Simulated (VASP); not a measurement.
Cs2Cl3, 5 atoms in the cell. Symmetry: P-3m1, No. 164, trigonal system. The conventional cell has a = 5.370 Å, b = 5.370 Å, c = 6.484 Å, α = 90.00°, β = 90.00°, γ = 120.00°. Cs (site symmetry 3m) has 8 Cl at 3.16 to 3.46 Å and 3 Cs at 3.58 Å within 4.2 Å. Cl (site symmetry -3m) has 6 Cs at 3.23 Å and 6 Cl at 3.94 Å within 4.2 Å. Within 4.2 Å of Cl (site symmetry 3m) lie 5 Cs at 3.16 to 3.46 Å and 6 Cl at 3.50 to 3.94 Å. 

| Property | Result |
| --- | --- |
| Program | VASP 6.6.1 |
| Task | single point |
| Functional | PBE |
| Potentials or basis | VASP PAW PBE potentials, release 64 (Cs_sv, Cl) |
| Cutoff | 520 eV |
| k mesh | 6 × 6 × 4 |
| Occupations | gaussian, width 0.1 eV |
| Spin | no spin polarisation |
| Dipole correction | no |
| Further INCAR settings | ALGO = Normal; EDIFF = 1e-06; NBANDS = 28 |

Potentials or basis: VASP PAW PBE potentials, release 64 (Cs_sv, Cl).

Launch:

```sh
$ cat potpaw_PBE.64/Cs_sv/POTCAR potpaw_PBE.64/Cl/POTCAR > POTCAR
$ mpirun -np 1 vasp_std > vasp.out
```

Hardware: 1 thread of Intel(R) Xeon(R) Platinum 8375C CPU @ 2.90GHz (Ice Lake) (shared host).

Problem. How long does it take, and how much memory?

Solution. Run time: 2.1 min on 1 thread of Intel(R) Xeon(R) Platinum 8375C CPU @ 2.90GHz (Ice Lake), with other jobs on the host, peak memory 0.29 GiB. Counts: scf iterations 15, k points 24.
